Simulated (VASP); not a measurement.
VO2: single point with PBE

Crystal: VO2.

```
V O
1.0
     4.64393    0.00000    0.00000
     0.00000    4.64393    0.00000
     0.00000    0.00000    2.90875
V O
2 4
Cartesian
  0.0000 0.0000 0.0000
  2.3220 2.3220 1.4544
  1.4066 1.4066 0.0000
  0.9154 3.7285 1.4544
  3.2373 3.2373 0.0000
  3.7285 0.9154 1.4544
```

```json
{
 "Program": "VASP 6.6.1",
 "Task": "single point",
 "Functional": "PBE",
 "Potentials or basis": "VASP PAW PBE potentials, release 64 (V_sv, O)",
 "Cutoff": "600 eV",
 "k mesh": "10 × 10 × 16",
 "Occupations": "fermi-dirac, width 0.05 eV",
 "Spin": "collinear spin, ferromagnetic start",
 "Starting moments": "[1.0, 1.0, 0.0, 0.0, 0.0, 0.0] μB"
}
```

```
Pressure                                              : -9.9 GPa
Largest force                                         : 0.028 eV/Å
Band gap on the k mesh                                : zero (filled and empty bands overlap)
Net moment                                            : 2.00 μB per cell
Site moments                                          : V +1.07; O -0.07 μB
Valence electrons inside the program's atomic spheres : V 11.40; O 5.02
```

Forces in eV/Å, atoms in the order of the input:
```
V    0.000  0.000  0.000
V    0.000  0.000  0.000
O   -0.020 -0.020  0.000
O    0.020 -0.020  0.000
O    0.020  0.020  0.000
O   -0.020  0.020  0.000
```

Stress tensor (GPa, compression positive):
```
 -8.50   0.00   0.00
  0.00  -8.50   0.00
  0.00   0.00 -12.61
```

Levels at points of the mesh, in eV from the Fermi level:
Spin up:
| k point | band 24 | band 25 | band 26 | band 27 | band 28 | band 29 |
| --- | --- | --- | --- | --- | --- | --- |
| (0.00, 0.00, 0.00) | -1.42 | -0.90 | -0.61 | -0.36 | -0.36 | -0.17 |
| (0.50, 0.00, 0.00) | -2.02 | -0.24 | -0.24 | 0.17 | 0.17 | 0.90 |
| (0.50, 0.50, 0.00) | -2.50 | -0.85 | -0.85 | -0.35 | -0.35 | 1.26 |
| (0.00, 0.00, 0.50) | -2.93 | 0.32 | 0.32 | 0.39 | 0.39 | 1.00 |
| (0.50, 0.00, 0.50) | -2.26 | -0.78 | -0.78 | 0.38 | 0.38 | 1.22 |
| (0.50, 0.50, 0.50) | -2.12 | 0.03 | 0.03 | 0.39 | 0.39 | 0.49 |
Spin down:
| k point | band 22 | band 23 | band 24 | band 25 | band 26 | band 27 |
| --- | --- | --- | --- | --- | --- | --- |
| (0.00, 0.00, 0.00) | -1.86 | -1.86 | -1.42 | 0.32 | 0.41 | 0.90 |
| (0.50, 0.00, 0.00) | -2.93 | -2.12 | -2.12 | 0.88 | 0.88 | 1.43 |
| (0.50, 0.50, 0.00) | -2.66 | -2.57 | -2.57 | 0.29 | 0.29 | 0.98 |
| (0.00, 0.00, 0.50) | -3.55 | -2.91 | -2.91 | 1.34 | 1.34 | 1.58 |
| (0.50, 0.00, 0.50) | -3.38 | -2.40 | -2.40 | 0.44 | 0.44 | 1.58 |
| (0.50, 0.50, 0.50) | -2.61 | -2.14 | -2.14 | 1.05 | 1.05 | 1.54 |

Wall time 8.6 min on 4 MPI ranks on Intel(R) Xeon(R) Platinum 8259CL CPU @ 2.50GHz (Skylake/Cascade Lake), on a shared host, peak memory 0.76 GiB a rank.

Caveat: the cell stands under tension; semilocal functionals often make such compounds metallic where correlation or magnetic order opens a gap, which also shifts bond lengths. With open d or f shells a metallic result of PBE can be an artefact of self-interaction; +U or a hybrid may open a gap.
